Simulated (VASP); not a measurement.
Wanted: the native input for a VASP 6.6.1 run.

```yaml
Task: single point
Functional: PBE
Potentials_or_basis: VASP PAW PBE potentials, release 64 (Y_sv, Si, F)
Cutoff: 520 eV
k_mesh: 6 × 6 × 4
Occupations: gaussian, width 0.1 eV
Spin: collinear spin, ferromagnetic start
Starting_moments: "[0.0, 0.0, 0.0, 0.0, 1.0] μB"
Dipole_correction: no
Further_INCAR_settings: ALGO = Normal; EDIFF = 1e-07; NBANDS = 30
```

The structure of Y2Si2F lies in POSCAR:

```
Y2Si2F
1.0
    5.2177765522      0.0000000000      0.0000000000
   -2.6088882761      4.5187270455      0.0000000000
    0.0000000000      0.0000000000      6.1799614779
Y Si F
2 2 1
Direct
    0.3333333333      0.6666666667      0.0000000000
    0.6666666667      0.3333333333      0.0000000000
    0.0000000000      0.0000000000      0.3098136740
    0.0000000000      0.0000000000      0.6901863260
    0.0000000000      0.0000000000      0.0000000000
```

The input as run:

INCAR

```
PREC = Accurate ; ENCUT = 520
EDIFF = 1E-7 ; ISMEAR = 0
SIGMA = 0.1 ; LREAL = False
LASPH = True ; NELM = 150
ALGO = Normal ; ISIF = 2
LWAVE = False ; LCHARG = False
ISPIN = 2 ; MAGMOM = 0 0 0 0 1
LORBIT = 11 ; LMAXMIX = 4
GGA = PE ; NBANDS = 30
```

KPOINTS

```
Automatic mesh
0
Gamma
  6 6 4
```

Potentials or basis: VASP PAW PBE potentials, release 64 (Y_sv, Si, F).

Run with:

```sh
$ cat potpaw_PBE.64/Y_sv/POTCAR potpaw_PBE.64/Si/POTCAR potpaw_PBE.64/F/POTCAR > POTCAR
$ mpirun -np 1 vasp_std > vasp.out
```

Results of the run:

```
Pressure                                              : 0.0 GPa
Largest force                                         : 0.019 eV/Å
Net moment                                            : 0.00 μB per cell
Valence electrons inside the program's atomic spheres : Y 9.44; Si 1.52; F 6.10
```

It took 6 min on 1 thread of Intel Xeon 8259CL (shared host), peak memory 0.41 GiB.
